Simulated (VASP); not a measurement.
# BN (P6_3/mmc) in VASP: notebook

Runs on BN. Level: PBE. Tasks: relaxation of shape and atoms at fixed volume.

Everything below comes from runs of VASP 6.6.1. Logs are shortened: lines on timing, memory, paths and dates and some standing lists are left out, and cuts for length are marked.

## 1. The cell of the first run

The structure is hexagonal, space group P6_3/mmc (No. 194). The conventional cell has a = 2.537 Å, b = 2.537 Å, c = 8.452 Å, α = 90.00°, β = 90.00°, γ = 120.00°. Within 2.0 Å of B (site symmetry -6m2) lie 3 N at 1.46 Å. N (site symmetry -6m2) has 3 B at 1.46 Å within 2.0 Å.

## 2. Relaxation of shape and atoms at fixed volume, PBE (11.78 Å³/atom)

INCAR

```
  PREC = Accurate
  ENCUT = 600
  EDIFF = 1E-7
  ISMEAR = 0
  SIGMA = 0.02
  LREAL = False
  LASPH = True
  NELM = 60
  ALGO = Normal
  ISIF = 4
  LWAVE = False
  LCHARG = False
  GGA = PE
  IBRION = 2
  NSW = 50
  EDIFFG = -0.01
```

KPOINTS

```
regular mesh
0
Gamma
  12 12 4
```

POSCAR

```
BN
1.0
    2.5370515226      0.0000000000      0.0000000000
   -1.2685257613      2.1971510693      0.0000000000
    0.0000000000      0.0000000000      8.4523419137
B N
2 2
Direct
    0.3333333333      0.6666666667      0.2500000000
    0.6666666667      0.3333333333      0.7500000000
    0.3333333333      0.6666666667      0.7500000000
    0.6666666667      0.3333333333      0.2500000000
```

Potentials or basis: VASP PAW PBE potentials, release 64 (B, N).

Command:

```sh
$ cat potpaw_PBE.64/B/POTCAR potpaw_PBE.64/N/POTCAR > POTCAR
$ mpirun -np 1 vasp_std > vasp.out
```

OUTCAR:

```text
PREC = Accurate
   ENCUT = 600
   EDIFF = 1E-7
   ISMEAR = 0
   LREAL = False
   LASPH = True
   NELM = 60
   ISIF = 4
   GGA = PE
   IBRION = 2
   NSW = 50
   EDIFFG = -0.01

 ion  position               nearest neighbor table
   1  0.333  0.667  0.250-   4 1.46   4 1.46   4 1.46
   2  0.667  0.333  0.750-   3 1.46   3 1.46   3 1.46
   3  0.333  0.667  0.750-   2 1.46   2 1.46   2 1.46
   4  0.667  0.333  0.250-   1 1.46   1 1.46   1 1.46

  LATTYP: Found a hexagonal cell.
 ALAT       =     2.5370515226
 C/A-ratio  =     3.3315610024

  Lattice vectors:

 A1 = (   2.5370515226,   0.0000000000,   0.0000000000)
 A2 = (  -1.2685257613,   2.1971510693,   0.0000000000)
 A3 = (   0.0000000000,   0.0000000000,   8.4523419137)

Analysis of symmetry for initial positions (statically):
=====================================================================
 Subroutine PRICEL returns:
 Original cell was already a primitive cell.

 Routine SETGRP: Setting up the symmetry group for a
 hexagonal supercell.

 Subroutine GETGRP returns: Found 24 space group operations
 (whereof 12 operations were pure point group operations)
 out of a pool of 24 trial point group operations.

The static configuration has the point symmetry D_3d.
 The point group associated with its full space group is D_6h.

Analysis of symmetry for dynamics (positions and initial velocities):
=====================================================================
 Subroutine PRICEL returns:
 Original cell was already a primitive cell.

 Routine SETGRP: Setting up the symmetry group for a
 hexagonal supercell.

 Subroutine GETGRP returns: Found 24 space group operations
 (whereof 12 operations were pure point group operations)
 out of a pool of 24 trial point group operations.

The dynamic configuration has the point symmetry D_3d.
 The point group associated with its full space group is D_6h.

 Subroutine INISYM returns: Found 24 space group operations
 (whereof 12 operations are pure point group operations),
 and found     1 'primitive' translations

----------------------------------------------------------------------------------------

                                     Primitive cell

  volume of cell :      47.1158

  direct lattice vectors                    reciprocal lattice vectors
     2.537051523  0.000000000  0.000000000     0.394158333  0.227567420  0.000000000
    -1.268525761  2.197151069  0.000000000     0.000000000  0.455134840  0.000000000
     0.000000000  0.000000000  8.452341914     0.000000000  0.000000000  0.118310406

  length of vectors
     2.537051523  2.537051523  8.452341914     0.455134840  0.455134840  0.118310406

  position of ions in fractional coordinates (direct lattice)
     0.333333333  0.666666667  0.250000000
     0.666666667  0.333333333  0.750000000
     0.333333333  0.666666667  0.750000000
     0.666666667  0.333333333  0.250000000

  ion indices of the primitive-cell ions
   primitive index   ion index
                 1           1
                 2           2
                 3           3
                 4           4

----------------------------------------------------------------------------------------

 KPOINTS: regular mesh

Automatic generation of k-mesh.
 Grid dimensions read from file:
 generate k-points for:   12   12    4

 Generating k-lattice:

  Cartesian coordinates                     Fractional coordinates (reciprocal lattice)
     0.032846528  0.018963952  0.000000000     0.083333333  0.000000000  0.000000000
     0.000000000  0.037927903  0.000000000     0.000000000  0.083333333  0.000000000
     0.000000000  0.000000000  0.029577601     0.000000000  0.000000000  0.250000000

  Length of vectors
     0.037927903  0.037927903  0.029577601

  Shift w.r.t. Gamma in fractional coordinates (k-lattice)
     0.000000000  0.000000000  0.000000000

 Subroutine IBZKPT returns following result:
 ===========================================

 Found     57 irreducible k-points:

 Following reciprocal coordinates:
            Coordinates               Weight
  0.000000  0.000000  0.000000      1.000000
  0.083333 -0.000000  0.000000      6.000000
  0.166667  0.000000  0.000000      6.000000
  0.250000 -0.000000  0.000000      6.000000
  0.333333  0.000000  0.000000      6.000000
  0.416667  0.000000  0.000000      6.000000
[... 16 lines left out ...]
  0.250000 -0.000000  0.250000     12.000000
  0.333333  0.000000  0.250000     12.000000
 [... further k-points ...]
   k-points           NKPTS =     57   k-points in BZ     NKDIM =     57   number of bands    NBANDS=     12
   number of dos      NEDOS =    301   number of ions     NIONS =      4
   total plane-waves  NPLWV =  28000
   dimension x,y,z NGX =    20 NGY =   20 NGZ =   70
   dimension x,y,z NGXF=    40 NGYF=   40 NGZF=  140
   ions per type =               2   2
   NGX,Y,Z   is equivalent  to a cutoff of  13.11, 13.11, 13.77 a.u.
   NGXF,Y,Z  is equivalent  to a cutoff of  26.21, 26.21, 27.54 a.u.
 SYSTEM =  unknown system
   PREC   = accura    normal or accurate (medium, high low for compatibility)
   ISTART =      0    job   : 0-new  1-cont  2-samecut
   ICHARG =      2    charge: 1-file 2-atom 10-const
   ISPIN  =      1    spin polarized calculation?
   LNONCOLLINEAR =      F non collinear calculations
   LSORBIT =      F    spin-orbit coupling
   LASPH  =      T    aspherical Exc in radial PAW
   ENCUT  =  600.0 eV  44.10 Ry    6.64 a.u.   5.07  5.07 16.88*2*pi/ulx,y,z
   NELM   =     60;   NELMIN=  2; NELMDL= -5     # of ELM steps
   EDIFF  = 0.1E-06   stopping-criterion for ELM
   LREAL  =      F    real-space projection
   EDIFFG = -.1E-01   stopping-criterion for IOM
   NSW    =     50    number of steps for IOM
   IBRION =      2    ionic relax: 0-MD 1-quasi-New 2-CG
   NFREE  =      1    steps in history (QN), initial steepest desc. (CG)
   ISIF   =      4    stress and relaxation
   ISYM   =      2    0-nonsym 1-usesym 2-fastsym
   POTIM  = 0.5000    time-step for ionic-motion
   TEBEG  =    0.0;   TEEND  =   0.0 temperature during run
   PSTRESS=    0.0 pullay stress
   NELECT =      16.0000    total number of electrons
   NUPDOWN=      -1.0000    fix difference up-down
   EMIN   =  10.00;   EMAX   =-10.00  energy-range for DOS
   EFERMI =   0.00;   METHOD = LEGACY
   ISMEAR =     0;   SIGMA  =   0.02  broadening in eV -4-tet -1-fermi 0-gaus
   EFERMI_NEDOS =   21; number of points for ismear=-14 and -15
   IALGO  =     38    algorithm
   IMIX   =      4    mixing-type and parameters
     AMIX     =   0.40;   BMIX     =  1.00
     AMIX_MAG =   1.60;   BMIX_MAG =  1.00
  volume/ion in A,a.u.               =      11.78        79.49
  Fermi-wavevector in a.u.,A,eV,Ry     =   1.142158  2.158365 17.749129  1.304524
  Thomas-Fermi vector in A             =   2.278856
   LORBIT       =      0    0 simple, 1 ext, 2 COOP (PROOUT), +10 PAW based schemes
   GGA     = PE    functional components
   LHFCALC =     F    Hartree Fock is set to
   AEXX    =    0.0000 exact exchange contribution
   IVDW    =     0    specifies the selected vdW correction
   LEPSILON=     F    determine dielectric tensor
   LRPA    =     F    only Hartree local field effects (RPA)
 conjugate gradient relaxation of ions
 non-spin polarized calculation
 Gauss-broadening in eV      SIGMA  =   0.02
  energy-cutoff  :      600.00
  volume of cell :       47.12
 maximum number of plane-waves:      1596
   NGX = 11   NGY = 11   NGZ = 33

--------------------------------------- Ionic step        1  -------------------------------------------

 number of electron      16.0000000 magnetization

 Free energy of the ion-electron system (eV)
  ---------------------------------------------------
  ext. energy  EPLUGINS =         0.00000000
  ---------------------------------------------------
  free energy    TOTEN  =       -35.19224971 eV

  energy without entropy =      -35.19224971  energy(sigma->0) =      -35.19224971

------------------------ aborting loop because EDIFF is reached ----------------------------------------

  FORCE on cell =-STRESS in cart. coord.  units (eV):
  Direction    XX          YY          ZZ          XY          YZ          ZX
  --------------------------------------------------------------------------------------
  -------------------------------------------------------------------------------------
  Total       -2.3384325     -2.3384325     -0.0573180      0.0000000     -0.0000000      0.0000000
  in kB      -79.5186787    -79.5186787     -1.9491062      0.0000000     -0.0000000      0.0000000
  external PRESSURE =     -53.6621545 kB  Pullay stress =       0.0000000 kB
[... 61 lines left out ...]
  energy  without entropy=      -35.2143863843  energy(sigma->0) =      -35.21438638

--------------------------------------- Ionic step        3  -------------------------------------------

 number of electron      15.9999999 magnetization

 Free energy of the ion-electron system (eV)
  ---------------------------------------------------
  ext. energy  EPLUGINS =         0.00000000
  ---------------------------------------------------
  free energy    TOTEN  =       -35.21445330 eV

  energy without entropy =      -35.21445330  energy(sigma->0) =      -35.21445330

 E-fermi :   0.5119     XC(G=0):  -8.3839

 val. band max:        0.3970521634   @ k =   0.3333   0.3333   0.5000
 cond. band min:       4.7334714136   @ k =   0.0000   0.0000   0.0000
 fundamental gap:      4.3364192502
 Fermi energy:         0.5119310169

 k-point     1 :       0.0000    0.0000    0.0000
  band No.  band energies     occupation
      1     -17.2260      2.00000
      2     -17.1964      2.00000
      3      -5.0373      2.00000
      4      -4.5466      2.00000
      5      -0.9545      2.00000
      6      -0.9545      2.00000
      7      -0.9528      2.00000
      8      -0.9528      2.00000
      9       4.7335      0.00000
     10       7.8641      0.00000
     11      10.0909      0.00000
     12      11.9003      0.00000
[... 331 lines left out ...]
 k-point    24 :       0.3333    0.0000    0.2500
  band No.  band energies     occupation
      1     -15.2919      2.00000
      2     -15.2782      2.00000
      3      -6.4582      2.00000
      4      -6.4551      2.00000
      5      -3.1757      2.00000
      6      -3.1731      2.00000
      7      -2.2983      2.00000
      8      -2.0365      2.00000
      9       7.2803      0.00000
     10       7.4654      0.00000
     11       8.4718      0.00000
     12      10.1537      0.00000

 [... further k-points ...]

------------------------ aborting loop because EDIFF is reached ----------------------------------------

  FORCE on cell =-STRESS in cart. coord.  units (eV):
  Direction    XX          YY          ZZ          XY          YZ          ZX
  --------------------------------------------------------------------------------------
  -------------------------------------------------------------------------------------
  Total       -0.0585600     -0.0585600     -0.0601548      0.0000000      0.0000000      0.0000000
  in kB       -1.9913402     -1.9913402     -2.0455696      0.0000000      0.0000000      0.0000000
  external PRESSURE =      -2.0094167 kB  Pullay stress =       0.0000000 kB
[... 19 lines left out ...]
  FREE ENERGIE OF THE ION-ELECTRON SYSTEM (eV)
  ---------------------------------------------------
  free  energy   TOTEN  =       -35.2144532997 eV

  energy  without entropy=      -35.2144532997  energy(sigma->0) =      -35.21445330

 reached required accuracy - stopping structural energy minimisation
```

Run time: 2 min. Hardware: 1 thread of Intel Xeon 8259CL, shared host; peak memory 0.19 GiB.

What came out:

```
Free energy               : -35.2145 eV
Energy gained by relaxing : 5.6 meV/atom
Ionic steps               : 3
Pressure after relaxing   : -0.2 GPa
Band gap on the k mesh    : 4.34 eV (least direct gap 4.66 eV)
```

Step by step:
| step | energy change (eV) | largest force (eV/Å) | pressure (GPa) | volume (Å³) |
| --- | --- | --- | --- | --- |
| 1 | 0.0000 | 0.0000 | -5.37 | 47.12 |
| 2 | -0.0221 | 0.0000 | -0.49 | 47.12 |
| 3 | -0.0222 | 0.0000 | -0.20 | 47.12 |

Final structure:
```cif
data_structure
_symmetry_space_group_name_H-M 'P 1'
_symmetry_Int_Tables_number 1
_cell_length_a 2.5127
_cell_length_b 2.5127
_cell_length_c 8.6172
_cell_angle_alpha 90.000
_cell_angle_beta 90.000
_cell_angle_gamma 120.000
_cell_volume 47.12
loop_
_atom_site_label
_atom_site_type_symbol
_atom_site_fract_x
_atom_site_fract_y
_atom_site_fract_z
_atom_site_occupancy
B1 B 0.33333 0.66667 0.25000 1
B2 B 0.66667 0.33333 0.75000 1
N1 N 0.33333 0.66667 0.75000 1
N2 N 0.66667 0.33333 0.25000 1
```

Caveat: this functional lacks dispersion, which binds layers or chains, so the pressure and a relaxed spacing across them are unreliable. A k mesh can miss the band edges.

## 3. Relaxation of shape and atoms at fixed volume, PBE (12.12 Å³/atom)

This run uses another cell than the first one, of 12.12 Å³/atom.

Edit INCAR of step 2 so:

```diff
@@ -2,3 +2,3 @@
   ENCUT = 600
-  EDIFF = 1E-7
+  EDIFF = 1E-6
   ISMEAR = 0
@@ -7,3 +7,3 @@
   LASPH = True
-  NELM = 60
+  NELM = 100
   ALGO = Normal
```

KPOINTS

```
Automatic mesh
0
Gamma
  12 12 4
```

POSCAR

```
BN
1.0
    2.5363454785      0.0000000000      0.0000000000
   -1.2681727392      2.1965396171      0.0000000000
    0.0000000000      0.0000000000      8.7033701326
B N
2 2
Direct
    0.3333333333      0.6666666667      0.2500000000
    0.6666666667      0.3333333333      0.7500000000
    0.3333333333      0.6666666667      0.7500000000
    0.6666666667      0.3333333333      0.2500000000
```

Potentials or basis: VASP PAW PBE potentials, release 64 (B, N).

Command:

```sh
$ cat potpaw_PBE.64/B/POTCAR potpaw_PBE.64/N/POTCAR > POTCAR
$ mpirun -np 1 vasp_std > vasp.out
```

It took 99 s on 1 thread of Intel Xeon 8259CL, shared host; peak memory 0.18 GiB.

The run converged. Its results:

| Item | Value |
| --- | --- |
| Free energy | -35.2143 eV |
| Energy gained by relaxing | 5.2 meV/atom |
| Ionic steps | 3 |
| Pressure after relaxing | -0.2 GPa |
| Band gap on the k mesh | 4.29 eV (least direct gap 4.66 eV) |

The path:
```csv
step,energy change (eV),largest force (eV/Å),pressure (GPa),volume (Å³)
1,0.0000,0.0000,-5.09,48.49
2,-0.0207,0.0000,-0.46,48.49
3,-0.0208,0.0000,-0.23,48.49
```

Final structure:
```yaml
crystal:
  lattice:
    - [2.51267, 0.00000, 0.00000]
    - [-1.25633, 2.17603, 0.00000]
    - [0.00000, 0.00000, 8.86818]
  atoms:
    - { symbol: B, position: [0.33333, 0.66667, 0.25000] }
    - { symbol: B, position: [0.66667, 0.33333, 0.75000] }
    - { symbol: N, position: [0.33333, 0.66667, 0.75000] }
    - { symbol: N, position: [0.66667, 0.33333, 0.25000] }
```

Levels at points of the mesh, in eV from the valence-band top:
| k point | band 4 | band 5 | band 6 | band 7 | band 8 | band 9 | band 10 | band 11 | band 12 |
| --- | --- | --- | --- | --- | --- | --- | --- | --- | --- |
| (0.00, 0.00, 0.00) | -4.99 | -1.35 | -1.35 | -1.35 | -1.35 | 4.29 | 7.22 | 9.36 | 11.50 |
| (0.50, 0.00, 0.00) | -8.85 | -4.12 | -4.12 | -0.97 | -0.82 | 4.63 | 4.94 | 9.45 | 9.83 |
| (0.00, 0.00, 0.50) | -5.20 | -1.35 | -1.35 | -1.35 | -1.35 | 5.37 | 5.37 | 11.13 | 11.13 |
| (0.50, 0.00, 0.50) | -8.85 | -4.12 | -4.12 | -0.90 | -0.90 | 4.77 | 4.77 | 9.67 | 9.67 |

Caveat: this functional lacks dispersion, which binds layers or chains, so the pressure and a relaxed spacing across them are unreliable. A k mesh can miss the band edges.
